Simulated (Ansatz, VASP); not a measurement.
# Ge2Sb2Te: VASP beside Ansatz

```
Ge Sb Te
1.0
     5.08986    0.00000    0.00000
    -2.54493    4.40795    0.00000
     0.00000    0.00000    8.33524
Ge Sb Te
2 2 1
Direct
  0.00000 0.00000 0.32078
  0.00000 0.00000 0.67922
  0.33333 0.66667 0.50000
  0.66667 0.33333 0.50000
  0.00000 0.00000 0.00000
```

Alike in both runs: functional PBE; k mesh 4 × 4 × 2; occupations gaussian, width 0.2 eV; no spin polarisation.

Ansatz relaxed the structure, and its values are those at the end. VASP's run is a single point on that final structure, the one shown.

|  | VASP | Ansatz |
| --- | --- | --- |
| version | VASP 6.6.1 | Ansatz 0.2.0 |
| potentials or method | VASP PAW PBE potentials, release 64 (Ge_d, Sb, Te), cutoff 500 eV | scalar-relativistic, plane waves, PAW |
| valence electrons in the cell | 44 | 74 |

|  | VASP | Ansatz | Ansatz less VASP |
| --- | --- | --- | --- |
| gap on the k mesh at the Fermi level (eV) | none | none | - |
| pressure (GPa) | 0.1 | 0.1 | +0.01 |
| rms of the force components (eV/Å) | 0.010 | 0.011 | +0.0019 |

A gap of «none» marks a metal or a gap that the smearing closes. With one functional, cell and mesh, what is left measures potentials, basis and numerics. VASP's potentials hold 44 valence electrons a cell and Ansatz's 74, so a difference there can come from the potentials and not from the codes.

The k mesh is coarse, so the values compare programs but aren't converged. Spin-orbit coupling is off throughout.
